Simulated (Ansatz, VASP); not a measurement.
# One calculation of NaH, two programs

The input POSCAR:

```
NaH
1.0
   -0.1797773728      2.3970316378      2.2711874768
    2.3970316378     -0.1797773728      2.2711874768
    2.2172542650      2.2172542650      0.0000000000
Na H
1 1
Direct
    0.0000000000      0.0000000000      0.0000000000
    0.5000000000      0.5000000000      0.5000000000
```

The input INCAR.step1:

```
SYSTEM = NaH
PREC = Accurate ; ENCUT = 520
ISMEAR = -1 ; SIGMA = 0.2
LREAL = .False. ; LASPH = .True.
NELM = 80 ; NBANDS = 11
GGA = PE ; ALGO = Normal
EDIFF = 1E-4 ; LWAVE = .True.
LCHARG = .False.
```

File INCAR.step2:

```
SYSTEM = NaH
PREC = Accurate ; ENCUT = 520
EDIFF = 1E-6 ; ISMEAR = -1
SIGMA = 0.2 ; LREAL = .False.
LASPH = .True. ; NELM = 80
ALGO = Normal ; ISIF = 2
LWAVE = .False. ; LCHARG = .False.
METAGGA = R2SCAN ; LMIXTAU = .True.
NBANDS = 11 ; ISTART = 1
```

Contents of KPOINTS:

```
regular mesh
0
Gamma
  8 8 8
  0 0 0
```

Input for Ansatz:

```yaml
crystal:
  lattice:
    - [-0.1797773728, 2.3970316378, 2.2711874768]
    - [2.3970316378, -0.1797773728, 2.2711874768]
    - [2.217254265, 2.217254265, 0.0]
  atoms:
    - { symbol: Na, position: [0.0, 0.0, 0.0] }
    - { symbol: H, position: [0.5, 0.5, 0.5] }
basis:
  ecutwfc: 520.0
kpoints:
  mp_grid: { grid: [8, 8, 8] }
hamiltonian:
  xc: r2scan
scf:
  occupations: { method: fermi_dirac, width: 0.2 }
output:
  forces: true
  stress: true
  eigenvalues: true
```

Change from the starting cell: engineering shear strain xy -0.1500, normal strain along z -0.0525.

Alike in both runs: task single point; functional r2SCAN; k mesh 8 × 8 × 8; occupations fermi-dirac, width 0.2 eV; no spin polarisation.

|  | VASP | Ansatz |
| --- | --- | --- |
| version | VASP 6.6.1 | Ansatz 0.2.0 |
| potentials or method | VASP PAW PBE potentials, release 64 (Na_pv, H), cutoff 520 eV | scalar-relativistic, plane waves, PAW |
| valence electrons in the cell | 8 | 10 |

```tsv
	VASP	Ansatz	Ansatz less VASP
gap on the k mesh at the Fermi level (eV)	3.95	3.93	-0.017
least direct gap on the mesh (eV)	5.28	5.29	+0.008
pressure (GPa)	1.4	1.7	+0.25
traceless stress, the component that is largest in VASP (GPa)	3.50	3.49	-0.008
```

VASP's potentials were made for PBE, not for r2SCAN. VASP's potentials hold 8 valence electrons a cell and Ansatz's 10, so a difference there can come from the potentials and not from the codes.
